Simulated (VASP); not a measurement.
Sr3Zn: single point with PBE

The system is Sr3Zn.

```xyz
4
Lattice="5.5162 0.0000 0.0000 0.0000 5.5162 0.0000 0.0000 0.0000 5.5162" Properties=species:S:1:pos:R:3 pbc="T T T"
Sr    0.0000    2.7581    2.7581
Sr    2.7581    2.7581    0.0000
Sr    2.7581    0.0000    2.7581
Zn    0.0000    0.0000    0.0000
```

| Property | Result |
| --- | --- |
| Program | VASP 6.6.1 |
| Task | single point |
| Functional | PBE |
| Potentials or basis | VASP PAW PBE potentials, release 64 (Sr_sv, Zn) |
| Cutoff | 520 eV |
| k mesh | 5 × 5 × 5 |
| Occupations | fermi-dirac, width 0.05 eV |
| Spin | no spin polarisation |
| Dipole correction | no |
| Further INCAR settings | ALGO = Normal; EDIFF = 1e-06; NBANDS = 29 |

| Property | Result |
| --- | --- |
| Pressure | -0.2 GPa |
| Band gap on the k mesh | zero (bands 21 and 22 overlap by 0.43 eV) |

Levels at points of the mesh, in eV from the Fermi level:
| k point | band 17 | band 18 | band 19 | band 20 | band 21 | band 22 | band 23 | band 24 | band 25 | band 26 |
| --- | --- | --- | --- | --- | --- | --- | --- | --- | --- | --- |
| (0.00, 0.00, 0.00) | -6.77 | -4.72 | -1.68 | 0.13 | 0.13 | 0.79 | 0.79 | 0.79 | 1.04 | 1.04 |

It took 52 s on 1 thread of Intel(R) Xeon(R) Platinum 8259CL CPU @ 2.50GHz (Skylake/Cascade Lake), with other jobs on the host, peak memory 0.26 GiB.
